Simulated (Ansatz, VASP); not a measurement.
## One calculation of GaCo, two programs

The input INCAR:

```
SYSTEM = GaCo
  PREC = Accurate
  ENCUT = 520
  EDIFF = 1E-8
  ISMEAR = 0
  SIGMA = 0.05
  LREAL = .FALSE.
  LASPH = .TRUE.
  NELM = 150
  ALGO = Fast
  ISIF = 2
  LWAVE = .FALSE.
  LCHARG = .FALSE.
  LNONCOLLINEAR = .TRUE.
  MAGMOM = 0 0 0 0 0 0
  LORBIT = 11
  LSORBIT = .TRUE.
  GGA_COMPAT = .FALSE.
  LORBMOM = .TRUE.
  LMAXMIX = 4
  LDAU = .TRUE.
  LDAUTYPE = 2
  LDAUL = -1 2
  LDAUU = 0 1
  LDAUJ = 0 0
  LDAUPRINT = 1
  GGA = PS
  LEFG = .TRUE.
  NBANDS = 34
```

Contents of KPOINTS:

```
Automatic mesh
0
G
  7 7 7
  0 0 0
```

The input POSCAR:

```
GaCo
1.0
    2.8780000000      0.0000000000      0.0000000000
    0.0000000000      2.8780000000      0.0000000000
    0.0000000000      0.0000000000      2.8780000000
Ga Co
1 1
Direct
    0.5000000000      0.5000000000      0.5000000000
    0.0000000000      0.0000000000      0.0000000000
```

input.yaml

```yaml
crystal:
  lattice:
    - [2.878, 0.0, 0.0]
    - [0.0, 2.878, 0.0]
    - [0.0, 0.0, 2.878]
  atoms:
    - { symbol: Ga, position: [0.5, 0.5, 0.5] }
    - { symbol: Co, position: [0.0, 0.0, 0.0] }
hamiltonian:
  xc: pbesol
  pseudopotentials: { kind: paw_fr }
  hubbard: { sites: [{ species: Co, l: d, u_eff: 1.0 }] }
magnetization:
  noncollinear: true
  spin_orbit: true
kpoints:
  mp_grid: { grid: [7, 7, 7] }
scf:
  occupations: { method: gaussian, width: 0.05 }
output:
  forces: true
  stress: true
  eigenvalues: true
  efg: {}
```

Alike in both runs: task electric field gradients; functional PBEsol; k mesh 7 × 7 × 7; occupations gaussian, width 0.05 eV; non-collinear spin, spin-orbit coupling; Hubbard terms Co d U = 1.0 eV.

```csv
,VASP,Ansatz
version,VASP 6.6.1,Ansatz 0.2.0
potentials or method,"VASP PAW PBE potentials, release 64 (Ga_d, Co)",Ansatz PAW
plane-wave cutoff (eV),520,420
valence electrons in the cell,22,30
```

VASP gave:

```
pressure (GPa) : -8.5
```

Task: What did Ansatz give for the same quantities?

Result: Pressure (GPa): -7.9.

VASP's potentials were made for PBE, not for PBEsol. The programs project onto different local orbitals, so the same U acts differently, and such runs can settle in different states. VASP's potentials hold 22 valence electrons a cell and Ansatz's 30, so a difference there can come from the potentials and not from the codes.

Noted on Ansatz's run: moments are unreliable in this version under spin-orbit coupling with a hybrid or U, so they aren't listed; the magnetic or orbital state may not be the lowest.
